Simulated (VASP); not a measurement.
Runs of VASP 6.6.1 on TiRu2. The structure is that of space group P6/mmm (No. 191), or close to it. The cells are those of the table. 

```csv
task,cell,k mesh,cutoff (eV),gap on the mesh (eV),pressure (GPa),relaxed volume (Å³/atom)
relaxation of cell and atoms,"relaxed from a = 3.436, b = 3.436, c = 3.710 Å, angles 90.0, 90.0, 120.0°, 3 atoms",6 × 6 × 6,600,none,0.0,14.96
single point,"a = 4.313, b = 4.313, c = 2.779 Å, angles 90.0, 90.0, 120.0°, 3 atoms",12 × 12 × 16,520,none,-0.5,-
single point,"a = 4.287, b = 4.287, c = 2.824 Å, angles 90.0, 90.0, 120.0°, 3 atoms",6 × 6 × 6,520,none,-0.1,-
relaxation of cell and atoms,"relaxed from a = 4.287, b = 4.287, c = 2.824 Å, angles 90.0, 90.0, 120.0°, 3 atoms",12 × 12 × 16,600,none,0.0,(a)
```

Alike in all rows: level PBE; potentials or basis VASP PAW PBE potentials, release 64 (Ti_sv, Ru_pv); no spin polarisation; smearing gaussian 0.1 eV.

Task: Fill in the values left out.

Result: (a) 14.91.

Caveats: some runs use coarse meshes; the highest band is partly filled, so the run has too few bands (at least some runs); the volume moved by over 15 % at a fixed basis, so the end points are rough (at least some runs).

A k mesh can miss the band edges, and the runs leave out spin-orbit coupling on Ru.

A gap of «none» marks levels without a gap at the run's occupations.
